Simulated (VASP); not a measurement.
# Sb (P6_3/mmc) in VASP: notebook

Sb is run at these levels: PBEsol; tasks: single point.

Program: VASP 6.6.1. These are calculated values, not measurements. Logs are shortened: lines on timing, memory, paths and dates and some standing lists are left out, and cuts for length are marked.

## Step 1: The cell of the first run

It takes space group P6_3/mmc (No. 194, hexagonal). Conventional cell: a = 3.206 Å, b = 3.206 Å, c = 5.219 Å, α = 90.00°, β = 90.00°, γ = 120.00°. Sb (site symmetry -6m2) has 12 Sb at 3.20 to 3.21 Å within 4.2 Å.

## Step 2: Single point, PBEsol

File INCAR:

```
SYSTEM = Sb
PREC = Accurate ; ENCUT = 520
EDIFF = 1E-6 ; ISMEAR = -1
SIGMA = 0.05 ; LREAL = .False.
LASPH = .True. ; NELM = 80
ALGO = Normal ; ISIF = 2
LWAVE = .False. ; LCHARG = .False.
GGA = PS ; NBANDS = 12
```

File KPOINTS:

```
Automatic mesh
0
Gamma
  9 9 5
  0 0 0
```

File POSCAR:

```
Sb
1.0
    3.2063457916      0.0000000000      0.0000000000
   -1.6031728958      2.7767769088      0.0000000000
    0.0000000000      0.0000000000      5.2185829453
Sb
2
Direct
    0.6666666667      0.3333333333      0.7500000000
    0.3333333333      0.6666666667      0.2500000000
```

Potentials or basis: VASP PAW PBE potentials, release 64 (Sb).

Command:

```console
> cat potpaw_PBE.64/Sb/POTCAR > POTCAR
> mpirun -np 1 vasp_std > vasp.out
```

OUTCAR:

```text
SYSTEM = Sb
   PREC = Accurate
   ENCUT = 520
   EDIFF = 1E-6
   ISMEAR = -1
   LREAL = .False.
   LASPH = .True.
   NELM = 80
   ISIF = 2
   GGA = PS

 ion  position               nearest neighbor table
   1  0.667  0.333  0.750-   2 3.20   2 3.20   2 3.20   2 3.20   2 3.20   2 3.20
   2  0.333  0.667  0.250-   1 3.20   1 3.20   1 3.20   1 3.20   1 3.20   1 3.20

  LATTYP: Found a hexagonal cell.
 ALAT       =     3.2063457916
 C/A-ratio  =     1.6275795826

  Lattice vectors:

 A1 = (   3.2063457916,   0.0000000000,   0.0000000000)
 A2 = (  -1.6031728958,   2.7767769088,   0.0000000000)
 A3 = (   0.0000000000,   0.0000000000,   5.2185829453)

Analysis of symmetry for initial positions (statically):
=====================================================================
 Subroutine PRICEL returns:
 Original cell was already a primitive cell.

 Routine SETGRP: Setting up the symmetry group for a
 hexagonal supercell.

 Subroutine GETGRP returns: Found 24 space group operations
 (whereof 12 operations were pure point group operations)
 out of a pool of 24 trial point group operations.

The static configuration has the point symmetry D_3d.
 The point group associated with its full space group is D_6h.

Analysis of symmetry for dynamics (positions and initial velocities):
=====================================================================
 Subroutine PRICEL returns:
 Original cell was already a primitive cell.

 Routine SETGRP: Setting up the symmetry group for a
 hexagonal supercell.

 Subroutine GETGRP returns: Found 24 space group operations
 (whereof 12 operations were pure point group operations)
 out of a pool of 24 trial point group operations.

The dynamic configuration has the point symmetry D_3d.
 The point group associated with its full space group is D_6h.

 Subroutine INISYM returns: Found 24 space group operations
 (whereof 12 operations are pure point group operations),
 and found     1 'primitive' translations

----------------------------------------------------------------------------------------

                                     Primitive cell

  volume of cell :      46.4626

  direct lattice vectors                    reciprocal lattice vectors
     3.206345792  0.000000000  0.000000000     0.311881520  0.180064880  0.000000000
    -1.603172896  2.776776909  0.000000000     0.000000000  0.360129759  0.000000000
     0.000000000  0.000000000  5.218582945     0.000000000  0.000000000  0.191622900

  length of vectors
     3.206345792  3.206345792  5.218582945     0.360129759  0.360129759  0.191622900

  position of ions in fractional coordinates (direct lattice)
     0.666666667  0.333333333  0.750000000
     0.333333333  0.666666667  0.250000000

  ion indices of the primitive-cell ions
   primitive index   ion index
                 1           1
                 2           2

----------------------------------------------------------------------------------------

 KPOINTS: Automatic mesh

Automatic generation of k-mesh.
 Grid dimensions read from file:
 generate k-points for:    9    9    5

 Generating k-lattice:

  Cartesian coordinates                     Fractional coordinates (reciprocal lattice)
     0.034653502  0.020007209  0.000000000     0.111111111  0.000000000  0.000000000
     0.000000000  0.040014418  0.000000000     0.000000000  0.111111111  0.000000000
     0.000000000  0.000000000  0.038324580     0.000000000  0.000000000  0.200000000

  Length of vectors
     0.040014418  0.040014418  0.038324580

  Shift w.r.t. Gamma in fractional coordinates (k-lattice)
     0.000000000  0.000000000  0.000000000

 Subroutine IBZKPT returns following result:
 ===========================================

 Found     36 irreducible k-points:

 Following reciprocal coordinates:
            Coordinates               Weight
  0.000000  0.000000  0.000000      1.000000
  0.111111  0.000000  0.000000      6.000000
  0.222222  0.000000  0.000000      6.000000
  0.333333 -0.000000  0.000000      6.000000
  0.444444  0.000000  0.000000      6.000000
  0.111111  0.111111  0.000000      6.000000
[... 16 lines left out ...]
  0.333333  0.222222  0.200000     24.000000
  0.333333  0.333333  0.200000      4.000000
 [... further k-points ...]
   k-points           NKPTS =     36   k-points in BZ     NKDIM =     36   number of bands    NBANDS=     12
   number of dos      NEDOS =    301   number of ions     NIONS =      2
   total plane-waves  NPLWV =  23040
   dimension x,y,z NGX =    24 NGY =   24 NGZ =   40
   dimension x,y,z NGXF=    48 NGYF=   48 NGZF=   80
   ions per type =               2
   NGX,Y,Z   is equivalent  to a cutoff of  12.44, 12.44, 12.74 a.u.
   NGXF,Y,Z  is equivalent  to a cutoff of  24.89, 24.89, 25.49 a.u.
 SYSTEM =  Sb
   PREC   = accura    normal or accurate (medium, high low for compatibility)
   ISTART =      0    job   : 0-new  1-cont  2-samecut
   ICHARG =      2    charge: 1-file 2-atom 10-const
   ISPIN  =      1    spin polarized calculation?
   LNONCOLLINEAR =      F non collinear calculations
   LSORBIT =      F    spin-orbit coupling
   LASPH  =      T    aspherical Exc in radial PAW
   ENCUT  =  520.0 eV  38.22 Ry    6.18 a.u.   5.96  5.96  9.70*2*pi/ulx,y,z
   NELM   =     80;   NELMIN=  2; NELMDL= -5     # of ELM steps
   EDIFF  = 0.1E-05   stopping-criterion for ELM
   LREAL  =      F    real-space projection
   EDIFFG = 0.1E-04   stopping-criterion for IOM
   NSW    =      0    number of steps for IOM
   IBRION =     -1    ionic relax: 0-MD 1-quasi-New 2-CG
   NFREE  =      0    steps in history (QN), initial steepest desc. (CG)
   ISIF   =      2    stress and relaxation
   ISYM   =      2    0-nonsym 1-usesym 2-fastsym
   POTIM  = 0.5000    time-step for ionic-motion
   TEBEG  =    0.0;   TEEND  =   0.0 temperature during run
   PSTRESS=    0.0 pullay stress
   NELECT =      10.0000    total number of electrons
   NUPDOWN=      -1.0000    fix difference up-down
   EMIN   =  10.00;   EMAX   =-10.00  energy-range for DOS
   EFERMI =   0.00;   METHOD = LEGACY
   ISMEAR =    -1;   SIGMA  =   0.05  broadening in eV -4-tet -1-fermi 0-gaus
   EFERMI_NEDOS =   21; number of points for ismear=-14 and -15
   IALGO  =     38    algorithm
   IMIX   =      4    mixing-type and parameters
     AMIX     =   0.40;   BMIX     =  1.00
     AMIX_MAG =   1.60;   BMIX_MAG =  1.00
  volume/ion in A,a.u.               =      23.23       156.77
  Fermi-wavevector in a.u.,A,eV,Ry     =   0.981085  1.853983 13.095998  0.962529
  Thomas-Fermi vector in A             =   2.112065
   LORBIT       =      0    0 simple, 1 ext, 2 COOP (PROOUT), +10 PAW based schemes
   GGA     = PS    functional components
   LHFCALC =     F    Hartree Fock is set to
   AEXX    =    0.0000 exact exchange contribution
   IVDW    =     0    specifies the selected vdW correction
   LEPSILON=     F    determine dielectric tensor
   LRPA    =     F    only Hartree local field effects (RPA)
 non-spin polarized calculation
  energy-cutoff  :      520.00
  volume of cell :       46.46
 maximum number of plane-waves:      1269
 NGX is ok and might be reduce to    24
   NGX = 11   NGY = 11   NGZ = 19

 number of electron      10.0000000 magnetization

 number of electron       9.9999999 magnetization

 Free energy of the ion-electron system (eV)
  ---------------------------------------------------
  ext. energy  EPLUGINS =         0.00000000
  ---------------------------------------------------
  free energy    TOTEN  =        -8.53502574 eV

  energy without entropy =       -8.52778510  energy(sigma->0) =       -8.53140542

 E-fermi :  10.3354     XC(G=0): -10.9832

 val. band max:       10.3130648420   @ k =   0.3333  -0.0000   0.4000
 cond. band min:      10.4656968636   @ k =   0.1111   0.1111   0.0000
 fundamental gap:      0.1526320216
 Fermi energy:        10.3353720436

 k-point     1 :       0.0000    0.0000    0.0000
  band No.  band energies     occupation
      1      -3.7645      2.00000
      2       0.9163      2.00000
      3       3.5962      2.00000
      4      14.6875      0.00000
      5      14.6875      0.00000
      6      16.6378      0.00000
      7      16.6378      0.00000
      8      17.0901      0.00000
      9      18.8014      0.00000
     10      19.5365      0.00000
     11      21.0889      0.00000
     12      21.0889      0.00000

 k-point     2 :       0.1111    0.0000    0.0000
  band No.  band energies     occupation
      1      -3.5161      2.00000
      2       1.1416      2.00000
      3       3.8556      2.00000
      4      12.4325      0.00000
      5      13.7588      0.00000
      6      15.4535      0.00000
      7      16.7600      0.00000
      8      16.8825      0.00000
      9      18.3581      0.00000
     10      20.1978      0.00000
     11      20.5483      0.00000
     12      21.0888      0.00000

 k-point     3 :       0.2222    0.0000    0.0000
  band No.  band energies     occupation
      1      -2.7734      2.00000
      2       1.7980      2.00000
      3       4.6218      2.00000
      4       9.0967      2.00000
      5      12.4220      0.00000
      6      12.9594      0.00000
      7      15.1269      0.00000
      8      16.2648      0.00000
      9      16.4714      0.00000
     10      19.3784      0.00000
     11      20.5902      0.00000
     12      20.9791      0.00000
[... 286 lines left out ...]
 k-point    23 :       0.3333    0.2222    0.2000
  band No.  band energies     occupation
      1       0.9170      2.00000
      2       2.7339      2.00000
      3       5.3090      2.00000
      4       6.6031      2.00000
      5       7.5938      2.00000
      6       9.6097      2.00000
      7      10.2514      1.68585
      8      12.2424      0.00000
      9      15.7241      0.00000
     10      20.1658      0.00000
     11      20.6737      0.00000
     12      22.4945      0.00000

 k-point    24 :       0.3333    0.3333    0.2000
  band No.  band energies     occupation
      1       2.1941      2.00000
      2       2.1941      2.00000
      3       5.3751      2.00000
      4       6.7644      2.00000
      5       6.7644      2.00000
      6       8.4158      2.00000
      7      11.2523      0.00000
      8      11.2523      0.00000
      9      14.8013      0.00000
     10      21.7498      0.00000
     11      21.7498      0.00000
     12      23.2350      0.00000

 [... further k-points ...]
[... 5 lines left out ...]
  --------------------------------------------------------------------------------------
  -------------------------------------------------------------------------------------
  Total        2.9316265      2.9316265      2.9251294      0.0000000     -0.0000000      0.0000000
  in kB      101.0916482    101.0916482    100.8676088      0.0000000     -0.0000000      0.0000000
  external PRESSURE =     101.0169684 kB  Pullay stress =       0.0000000 kB

 VOLUME and BASIS-vectors are now :
 -----------------------------------------------------------------------------
  energy-cutoff  :      520.00
  volume of cell :       46.46
      direct lattice vectors                 reciprocal lattice vectors
     3.206345792  0.000000000  0.000000000     0.311881520  0.180064880  0.000000000
    -1.603172896  2.776776909  0.000000000     0.000000000  0.360129759  0.000000000
     0.000000000  0.000000000  5.218582945     0.000000000  0.000000000  0.191622900

 POSITION                                       TOTAL-FORCE (eV/Angst)
 -----------------------------------------------------------------------------------
      1.60317      0.92559      3.91394         0.000000     -0.000000      0.000000
     -0.00000      1.85118      1.30465        -0.000000      0.000000      0.000000
 -----------------------------------------------------------------------------------
    total drift:                               -0.000000      0.000000      0.000000

  FREE ENERGIE OF THE ION-ELECTRON SYSTEM (eV)
  ---------------------------------------------------
  free  energy   TOTEN  =        -8.5350257429 eV

  energy  without entropy=       -8.5277851029  energy(sigma->0) =       -8.53140542
```

It took 8.6 s on 1 thread of AMD EPYC 7R13 (Zen 3), shared host; peak memory 0.13 GiB.

What came out:

```yaml
Free_energy: -8.5350 eV
Pressure: 10.1 GPa
Band_gap_on_the_k_mesh: zero (band 5 reaches 15.36 eV, above the bottom of band 6 at 7.13 eV)
```

Levels at points of the mesh, in eV from the Fermi level:
```tsv
k point	band 3	band 4	band 5	band 6	band 7	band 8
(0.00, 0.00, 0.00)	-6.74	4.35	4.35	6.30	6.30	6.75
```

Caveat: the PAW data sets were made with another functional, which shifts forces and pressure a little; spin-orbit coupling is left out, which moves the levels of the heavy elements.

## Step 3: Single point, PBEsol

This run uses another cell than the first one, of 24.39 Å³/atom, 1.050 times its volume.

File INCAR:

```
SYSTEM = Sb
PREC = Accurate
ENCUT = 520
EDIFF = 1E-6
ISMEAR = -1
SIGMA = 0.05
LREAL = .FALSE.
LASPH = .TRUE.
NELM = 60
ALGO = Normal
ISIF = 2
LWAVE = .FALSE.
LCHARG = .FALSE.
GGA = PS
NBANDS = 12
```

File KPOINTS:

```
Automatic mesh
0
G
  9 9 5
  0 0 0
```

File POSCAR:

```
Sb
1.0
    3.2566179830      0.0000000000      0.0000000000
   -1.6283089915      2.8203139037      0.0000000000
    0.0000000000      0.0000000000      5.3099581354
Sb
2
Direct
    0.6666666667      0.3333333333      0.7500000000
    0.3333333333      0.6666666667      0.2500000000
```

Potentials or basis: VASP PAW PBE potentials, release 64 (Sb).

Command:

```console
> cat potpaw_PBE.64/Sb/POTCAR > POTCAR
> mpirun -np 1 vasp_std > vasp.out
```

It took 8 s on 1 thread of AMD EPYC 7R13 (Zen 3), shared host; peak memory 0.13 GiB.

It converged, with:

- Free energy: -8.6425 eV
- Pressure: 5.0 GPa
- Band gap on the k mesh: zero (band 5 reaches 14.39 eV, above the bottom of band 6 at 6.62 eV)

Levels at points of the mesh, in eV from the Fermi level:
```
           k point  band 1  band 2  band 3  band 4  band 5  band 6  band 7  band 8  band 9  band 10
(0.00, 0.00, 0.00)  -13.66   -9.31   -6.40    4.13    4.13    5.97    5.97    6.31    8.26     9.17
```

Caveat: the PAW data sets were made with another functional, which shifts forces and pressure a little; spin-orbit coupling is left out, which moves the levels of the heavy elements.

## Step 4: Single point, PBEsol

This run uses another cell than the first one, of 26.03 Å³/atom, 1.121 times its volume.

File INCAR:

```
ALGO     = Normal         # electronic algorithm
EDIFF    = 1E-7           # SCF threshold, eV
ENCUT    = 520            # plane-wave cutoff, eV
GGA      = PS             # functional
ISIF     = 2              # what is computed and relaxed
ISMEAR   = -1             # smearing method
LASPH    = T              # aspherical terms in the spheres
LCHARG   = T              # write CHGCAR
LELF     = T              # ELF
LREAL    = F              # projectors in reciprocal space
LVHAR    = T            
LWAVE    = F              # write WAVECAR
NBANDS   = 12             # bands
NELM     = 80             # most SCF steps
PREC     = Accurate       # precision mode
SIGMA    = 0.05           # smearing width, eV
```

File KPOINTS:

```
k-points
0
Gamma
  9 9 5
```

File POSCAR:

```
Sb
1.0
    3.3551349897      0.0000000000      0.0000000000
   -1.6775674949      2.9056321342      0.0000000000
    0.0000000000      0.0000000000      5.3407520301
Sb
2
Direct
    0.6666666667      0.3333333333      0.7500000000
    0.3333333333      0.6666666667      0.2500000000
```

Command:

```console
> cat potpaw_PBE.64/Sb/POTCAR > POTCAR
> mpirun -np 1 vasp_std > vasp.out
```

Wall time 14 s (1 thread of AMD EPYC 7R13 (Zen 3), shared host); peak memory 0.15 GiB.

Results (log left out):

```yaml
Free_energy: -8.6898 eV
Pressure: 0.0 GPa
Band_gap_on_the_k_mesh: zero (band 5 reaches 12.86 eV, above the bottom of band 6 at 6.01 eV)
```

Levels at points of the mesh, in eV from the Fermi level:
```tsv
k point	band 1	band 2	band 3	band 4	band 5	band 6	band 7	band 8	band 9	band 10
(0.00, 0.00, 0.00)	-13.15	-8.94	-5.94	3.50	3.50	5.29	5.29	6.10	7.59	8.93
```

Caveat: the PAW data sets were made with another functional, which shifts forces and pressure a little; spin-orbit coupling is left out, which moves the levels of the heavy elements.

## Step 5: Single point, PBEsol

This run uses another cell than the first one, of 26.65 Å³/atom, 1.147 times its volume.

File INCAR:

```
PREC = Accurate
ENCUT = 520
EDIFF = 1E-6
ISMEAR = -1
SIGMA = 0.05
LREAL = F
LASPH = T
NELM = 60
ALGO = Normal
ISIF = 2
LWAVE = F
LCHARG = T
GGA = PS
LELF = T
LVHAR = T
NBANDS = 12
```

File KPOINTS:

```
regular mesh
0
Gamma
  9 9 5
```

File POSCAR:

```
Sb
1.0
    3.3545324186      0.0000000000      0.0000000000
   -1.6772662093      2.9051102923      0.0000000000
    0.0000000000      0.0000000000      5.4701606500
Sb
2
Direct
    0.6666666667      0.3333333333      0.7500000000
    0.3333333333      0.6666666667      0.2500000000
```

Command:

```console
> cat potpaw_PBE.64/Sb/POTCAR > POTCAR
> mpirun -np 1 vasp_std > vasp.out
```

Run time: 12 s. Hardware: 1 thread of AMD EPYC 7R13 (Zen 3), shared host; peak memory 0.15 GiB.

Results (log left out):

| Quantity | Value |
| --- | --- |
| Free energy | -8.6822 eV |
| Pressure | -1.6 GPa |
| Band gap on the k mesh | zero (band 5 reaches 12.67 eV, above the bottom of band 6 at 5.74 eV) |

Stress tensor (GPa, compression positive):
```
-1.53  0.00  0.00
 0.00 -1.53  0.00
 0.00  0.00 -1.83
```

Levels at points of the mesh, in eV from the Fermi level:
```
           k point  band 3  band 4  band 5  band 6  band 7  band 8
(0.00, 0.00, 0.00)   -5.79    3.70    3.70    5.35    5.35    5.59
```

Caveat: the PAW data sets were made with another functional, which shifts forces and pressure a little; spin-orbit coupling is left out, which moves the levels of the heavy elements.

## Step 6: Overview

| cell | gap on the mesh (eV) | pressure (GPa) |
| --- | --- | --- |
| a = 3.206, b = 3.206, c = 5.219 Å, angles 90.0, 90.0, 120.0°, 2 atoms | none | 10.1 |
| a = 3.257, b = 3.257, c = 5.310 Å, angles 90.0, 90.0, 120.0°, 2 atoms | none | 5.0 |
| a = 3.355, b = 3.355, c = 5.341 Å, angles 90.0, 90.0, 120.0°, 2 atoms | none | 0.0 |
| a = 3.355, b = 3.355, c = 5.470 Å, angles 90.0, 90.0, 120.0°, 2 atoms | none | -1.6 |

Alike in all rows: task single point; level PBEsol; potentials or basis VASP PAW PBE potentials, release 64 (Sb); no spin polarisation; k mesh 9 × 9 × 5; cutoff (eV) 520; smearing fermi-dirac 0.05 eV.

Caveats: the PAW data sets were made with another functional, which shifts forces and pressure a little; spin-orbit coupling is left out, which moves the levels of the heavy elements.

Total energies depend on the potentials used, so only differences within one code and one set of settings carry meaning.
